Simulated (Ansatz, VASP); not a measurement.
# Two plane-wave programs on AlAs

```
CELL_PARAMETERS angstrom
0.00000 2.58868 2.58868
2.58868 0.00000 2.58868
2.58868 2.58868 0.00000
ATOMIC_POSITIONS crystal
Al 0.00000 0.00000 0.00000
As 0.75000 0.75000 0.75000
```

Alike in both runs: task single point; functional PBE; k mesh 2 × 2 × 2; no spin polarisation.

|  | VASP | Ansatz |
| --- | --- | --- |
| version | VASP 6.6.1 | Ansatz 0.2.0 |
| potentials or method | VASP PAW PBE potentials, release 64 (Al, As), cutoff 500 eV | scalar-relativistic, plane waves, PAW |
| occupations | fermi-dirac, width 0.025852 eV | fermi-dirac |
| valence electrons in the cell | 8 | 18 |

```csv
,VASP,Ansatz,Ansatz less VASP
gap on the k mesh at the Fermi level (eV),0.64,0.66,+0.026
least direct gap on the mesh (eV),3.56,3.57,+0.007
```

VASP's potentials hold 8 valence electrons a cell and Ansatz's 18, so a difference there can come from the potentials and not from the codes.

The k mesh is coarse, so the values compare programs but aren't converged.
